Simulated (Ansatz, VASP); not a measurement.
**One calculation of GaSb, two programs**

INCAR

```
  PREC = Accurate
  ENCUT = 520
  EDIFF = 1E-6
  ISMEAR = 0
  SIGMA = 0.15
  LREAL = F
  LASPH = T
  NELM = 100
  ALGO = Normal
  ISIF = 2
  LWAVE = F
  LCHARG = F
  GGA = PE
  NBANDS = 16
```

Contents of KPOINTS:

```
Automatic mesh
0
Gamma
  14 14 14
```

File POSCAR:

```
GaSb
1.0
    0.0000000000      3.1125325000      3.0590000000
    3.0590000000      0.0000000000      3.0590000000
    3.0590000000      3.1125325000      0.0000000000
Ga Sb
1 1
Direct
    0.0000000000      0.0000000000      0.0000000000
    0.7500000000      0.7500000000      0.7500000000
```

Input for Ansatz:

```yaml
crystal:
  lattice:
    - [0.0, 3.1125325, 3.059]
    - [3.059, 0.0, 3.059]
    - [3.059, 3.1125325, 0.0]
  atoms:
    - { symbol: Ga, position: [0.0, 0.0, 0.0] }
    - { symbol: Sb, position: [0.75, 0.75, 0.75] }
basis:
  ecutwfc: 420
kpoints:
  mp_grid: { grid: [14, 14, 14] }
hamiltonian:
  xc: pbe
scf:
  occupations: { method: gaussian, width: 0.15 }
output:
  forces: true
  stress: true
  eigenvalues: true
```

Change from the starting cell: strain +0.0175 x Voigt [0, 1, 0, 0, 0, 0], atoms carried along.

Alike in both runs: task single point; functional PBE; k mesh 14 × 14 × 14; occupations gaussian, width 0.15 eV; no spin polarisation.

```csv
,VASP,Ansatz
version,VASP 6.6.1,Ansatz 0.2.0
potentials or method,"VASP PAW PBE potentials, release 64 (Ga_d, Sb), cutoff 520 eV","scalar-relativistic, plane waves, PAW"
valence electrons in the cell,18,28
```

Ansatz gave:

| Item | Value |
| --- | --- |
| gap on the k mesh at the Fermi level (eV) | none |
| pressure (GPa) | 1.4 |
| traceless stress, the component that is largest in VASP (GPa) | -0.51 |

**Question.** Which values does VASP return?

**Answer.** gap on the k mesh at the Fermi level (eV): none; pressure (GPa): 1.5; traceless stress, the component that is largest in VASP (GPa): -0.50.

A gap of «none» marks a metal or a gap that the smearing closes. VASP's potentials hold 18 valence electrons a cell and Ansatz's 28, so a difference there can come from the potentials and not from the codes.

Neither program's run includes spin-orbit coupling.
